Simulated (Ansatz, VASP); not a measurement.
**HfO2 in VASP and in Ansatz**

```xyz
6
Lattice="3.6043 0.0000 0.0000 0.0000 3.6043 0.0000 0.0000 0.0000 5.8562" Properties=species:S:1:pos:R:3 pbc="T T T"
Hf    1.8022    1.8022    2.9281
Hf    0.0000    0.0000    0.0000
O     0.0000    1.8022    4.0598
O     1.8022    0.0000    4.7244
O     1.8022    0.0000    1.7964
O     0.0000    1.8022    1.1317
```

Change from the starting cell: strain +0.1125 x Voigt [0, 0, 1, 0, 0, 0], atoms carried along.

Alike in both runs: task single point; functional PBE; k mesh 6 × 6 × 4; occupations gaussian, width 0.05 eV; no spin polarisation.

|  | VASP | Ansatz |
| --- | --- | --- |
| version | VASP 6.6.1 | Ansatz 0.2.0 |
| potentials or method | VASP PAW PBE potentials, release 64 (Hf_pv, O), cutoff 520 eV | scalar-relativistic, plane waves, PAW |
| valence electrons in the cell | 44 | 76 |

VASP gave:

* gap on the k mesh at the Fermi level (eV): 3.96
* least direct gap on the mesh (eV): 3.98
* pressure (GPa): -20.3
* traceless stress, the component that is largest in VASP (GPa): -16.84
* rms of the force components (eV/Å): 0.587

Q: Estimate Ansatz's values.

A: gap on the k mesh at the Fermi level (eV): 4.00; least direct gap on the mesh (eV): 4.02; pressure (GPa): -18.0; traceless stress, the component that is largest in VASP (GPa): -16.73; rms of the force components (eV/Å): 0.555.

Atom by atom the forces differ by 0.032 eV/Å (rms over components). With one functional, cell and mesh, what is left measures potentials, basis and numerics. VASP's potentials hold 44 valence electrons a cell and Ansatz's 76, so a difference there can come from the potentials and not from the codes.

Neither program's run includes spin-orbit coupling.
